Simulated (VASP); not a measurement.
## Ti: single point with PBEsol

The system is Ti.

```
Ti
1.0
     0.00000    2.03000    2.09090
     2.03000    0.00000    2.09090
     2.03000    2.03000    0.00000
Ti
1
Direct
  0.00000 0.00000 0.00000
```

This cell differs from its parent crystal: strain +0.0300 x Voigt [0, 0, 1, 0, 0, 0].

- Program: VASP 6.6.1
- Task: single point
- Functional: PBEsol
- Potentials or basis: VASP PAW PBE potentials, release 64 (Ti_sv)
- Cutoff: 520 eV
- k mesh: 20 × 20 × 20
- Occupations: gaussian, width 0.15 eV
- Spin: no spin polarisation
- Dipole correction: no
- Further INCAR settings: ALGO = Normal; EDIFF = 1e-06; NBANDS = 12

- Pressure: -3.7 GPa
- Band gap on the k mesh: zero (band 6 reaches 8.99 eV, above the bottom of band 7 at 7.71 eV)

Stress tensor (GPa, compression positive):
```
-3.37  0.00  0.00
 0.00 -3.37  0.00
 0.00  0.00 -4.40
```

Levels at points of the mesh, in eV from the Fermi level:
| k point | band 3 | band 4 | band 5 | band 6 | band 7 | band 8 | band 9 | band 10 |
| --- | --- | --- | --- | --- | --- | --- | --- | --- |
| (0.00, 0.00, 0.00) | -32.41 | -32.41 | -6.11 | 0.73 | 0.97 | 0.97 | 2.38 | 2.66 |
| (0.50, 0.00, 0.00) | -32.51 | -32.48 | -2.61 | 0.63 | 0.67 | 0.89 | 3.57 | 3.67 |
| (0.50, 0.50, 0.00) | -32.63 | -32.63 | -2.62 | -1.69 | 2.52 | 3.62 | 3.90 | 3.90 |
| (0.50, 0.00, 0.50) | -32.68 | -32.64 | -2.60 | -1.74 | 3.06 | 3.59 | 3.82 | 4.00 |

It took 68 s on 1 thread of Intel Xeon 6975P-C, with other jobs on the host, peak memory 0.25 GiB.

Caveat: the cell differs from its parent crystal (strain +0.0300 x Voigt [0, 0, 1, 0, 0, 0]); the PAW data sets were made with another functional, which shifts forces and pressure a little.
